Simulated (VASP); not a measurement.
# InSb (P4/mmm) in VASP: a series of runs, part 2 of 2

VASP 6.6.1. The steps go on from the part before.

### 3 Single point, LDA (22.93 Å³/atom)

INCAR reads:

```
SYSTEM = InSb
PREC = Accurate
ENCUT = 520
EDIFF = 1E-6
ISMEAR = 0
SIGMA = 0.15
LREAL = .False.
LASPH = .True.
NELM = 80
ALGO = Normal
ISIF = 2
LWAVE = .False.
LCHARG = .True.
LELF = .True.
LVHAR = .True.
NBANDS = 16
```

KPOINTS reads:

```
regular mesh
0
Gamma
  16 16 8
  0 0 0
```

POSCAR reads:

```
InSb
1.0
    2.7819669451      0.0000000000      0.0000000000
    0.0000000000      2.7819669451      0.0000000000
    0.0000000000      0.0000000000      5.9253113965
In Sb
1 1
Direct
    0.0000000000      0.0000000000      0.0000000000
    0.0000000000      0.0000000000      0.5000000000
```

Potentials or basis: VASP PAW LDA potentials, release 64 (In_d, Sb).

Command:

```sh
cat potpaw_LDA.64/In_d/POTCAR potpaw_LDA.64/Sb/POTCAR > POTCAR
mpirun -np 1 vasp_std > vasp.out
```

OUTCAR:

```text
SYSTEM = InSb
   PREC = Accurate
   ENCUT = 520
   EDIFF = 1E-6
   ISMEAR = 0
   LREAL = .False.
   LASPH = .True.
   NELM = 80
   ISIF = 2

 ion  position               nearest neighbor table
   1  0.000  0.000  0.000-   2 2.96   2 2.96
   2  0.000  0.000  0.500-   1 2.96   1 2.96

  LATTYP: Found a simple tetragonal cell.
 ALAT       =     2.7819669451
 C/A-ratio  =     2.1299000000

  Lattice vectors:

 A1 = (   2.7819669451,   0.0000000000,   0.0000000000)
 A2 = (   0.0000000000,   2.7819669451,   0.0000000000)
 A3 = (   0.0000000000,   0.0000000000,   5.9253113965)

Analysis of symmetry for initial positions (statically):
=====================================================================
 Subroutine PRICEL returns:
 Original cell was already a primitive cell.

 Routine SETGRP: Setting up the symmetry group for a
 simple tetragonal supercell.

 Subroutine GETGRP returns: Found 16 space group operations
 (whereof 16 operations were pure point group operations)
 out of a pool of 16 trial point group operations.

The static configuration has the point symmetry D_4h.

Analysis of symmetry for dynamics (positions and initial velocities):
[... 159 lines left out ...]

 E-fermi :   9.7015     XC(G=0): -11.0087

 val. band max:        9.6908313510   @ k =   0.4375   0.3750   0.5000
 cond. band min:       9.7040139541   @ k =   0.3750   0.2500   0.5000
 fundamental gap:      0.0131826031
 Fermi energy:         9.7014963155

 k-point     1 :       0.0000    0.0000    0.0000
  band No.  band energies     occupation
      1      -5.9774      2.00000
      2      -5.6077      2.00000
      3      -4.7900      2.00000
      4      -4.7900      2.00000
      5      -4.5861      2.00000
      6      -3.9046      2.00000
[... 433 lines left out ...]
      3      -5.0831      2.00000
      4      -4.8196      2.00000
      5      -4.7325      2.00000
      6       0.4995      2.00000
[... 8 lines left out ...]
     15      21.4499      0.00000
     16      22.1696      0.00000

 [... further k-points ...]

------------------------ aborting loop because EDIFF is reached ----------------------------------------

  FORCE on cell =-STRESS in cart. coord.  units (eV):
  Direction    XX          YY          ZZ          XY          YZ          ZX
  --------------------------------------------------------------------------------------
  -------------------------------------------------------------------------------------
  Total        5.8607485      5.8607485      2.0168110      0.0000000     -0.0000000     -0.0000000
  in kB      204.7616220    204.7616220     70.4629250      0.0000000     -0.0000000     -0.0000000
  external PRESSURE =     159.9953897 kB  Pullay stress =       0.0000000 kB

 VOLUME and BASIS-vectors are now :
 -----------------------------------------------------------------------------
  energy-cutoff  :      520.00
  volume of cell :       45.86
      direct lattice vectors                 reciprocal lattice vectors
     2.781966945  0.000000000  0.000000000     0.359457901  0.000000000  0.000000000
     0.000000000  2.781966945  0.000000000     0.000000000  0.359457901  0.000000000
     0.000000000  0.000000000  5.925311396     0.000000000  0.000000000  0.168767502

 POSITION                                       TOTAL-FORCE (eV/Angst)
 -----------------------------------------------------------------------------------
      0.00000      0.00000      0.00000         0.000000      0.000000      0.000000
      0.00000      0.00000      2.96266         0.000000      0.000000      0.000000
 -----------------------------------------------------------------------------------
    total drift:                                0.000000     -0.000000     -0.000000

  FREE ENERGIE OF THE ION-ELECTRON SYSTEM (eV)
  ---------------------------------------------------
  free  energy   TOTEN  =        -7.5319671803 eV

  energy  without entropy=       -7.5235823314  energy(sigma->0) =       -7.52777476
```

Run time: 70 s. Hardware: 1 thread of Intel Xeon Platinum 8375C at 2.90GHz (Ice Lake), shared host; peak memory 0.29 GiB.

What came out:

* Free energy: -7.5320 eV
* Pressure: 16.0 GPa
* Band gap on the k mesh: zero (bands 9 and 10 overlap by 7.41 eV)

Caveat: the cell stands under pressure; spin-orbit coupling is left out, which moves the levels of the heavy elements.
